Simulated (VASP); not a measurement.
HgTe: relaxation of cell and atoms with r2SCAN

Crystal: HgTe.

```
Hg Te
1.0
     0.00000    3.32685    3.32685
     3.32685    0.00000    3.32685
     3.32685    3.32685    0.00000
Hg Te
1 1
Direct
  0.00000 0.00000 0.00000
  0.25000 0.25000 0.25000
```

```yaml
Program: VASP 6.6.1
Task: relaxation of cell and atoms
Functional: r2SCAN
Potentials_or_basis: VASP PAW PBE potentials, release 64 (Hg, Te)
Cutoff: 600 eV
k_mesh: 6 × 6 × 6
Occupations: fermi-dirac, width 0.02 eV
Spin: no spin polarisation
Dipole_correction: no
Further_INCAR_settings: ALGO = Normal; EDIFF = 1e-06; IBRION = 2; EDIFFG = -0.005; NSW = 80; ISIF = 3
```

```
Relaxed volume                        : 35.62 Å³/atom
Relaxed cell                          : a = 4.653 Å, b = 4.653 Å, c = 4.653 Å, α = 60.00°, β = 60.00°, γ = 60.00°
Space group after relaxing (to 0.1 Å) : F-43m (No. 216)
Energy gained by relaxing             : 4.7 meV/atom
Ionic steps                           : 3
Pressure after relaxing               : 0.0 GPa
Band gap on the k mesh                : zero (filled and empty bands touch)
```

Step by step:
```csv
step,energy change (eV),largest force (eV/Å),pressure (GPa),volume (Å³)
1,0.0000,0.0000,-1.21,73.64
2,-0.0089,0.0000,0.31,70.71
3,-0.0094,0.0000,0.00,71.24
```

Final structure:
```cif
data_structure
_symmetry_space_group_name_H-M 'P 1'
_symmetry_Int_Tables_number 1
_cell_length_a 4.6532
_cell_length_b 4.6532
_cell_length_c 4.6532
_cell_angle_alpha 60.000
_cell_angle_beta 60.000
_cell_angle_gamma 60.000
_cell_volume 71.24
loop_
_atom_site_label
_atom_site_type_symbol
_atom_site_fract_x
_atom_site_fract_y
_atom_site_fract_z
_atom_site_occupancy
Hg1 Hg 0.00000 0.00000 0.00000 1
Te1 Te 0.25000 0.25000 0.25000 1
```

Levels at points of the mesh, in eV from the Fermi level:
| k point | band 6 | band 7 | band 8 | band 9 | band 10 | band 11 | band 12 | band 13 |
| --- | --- | --- | --- | --- | --- | --- | --- | --- |
| (0.00, 0.00, 0.00) | -6.85 | -0.57 | -0.01 | -0.01 | -0.01 | 4.65 | 4.65 | 4.65 |
| (0.50, 0.00, 0.00) | -6.56 | -5.30 | -0.93 | -0.93 | 0.93 | 5.42 | 5.42 | 7.13 |
| (0.50, 0.50, 0.00) | -6.42 | -5.30 | -2.14 | -2.14 | 2.08 | 2.85 | 8.48 | 9.20 |

Wall time 6.4 min on 1 thread of AMD EPYC 7R43 64-Core Processor (Zen 3), on a shared host, peak memory 0.24 GiB.

Caveat: semilocal functionals underestimate gaps, and a narrow one can read as zero; the PAW data sets were made with another functional, which shifts forces and pressure a little; spin-orbit coupling is left out, which moves the levels of the heavy elements.
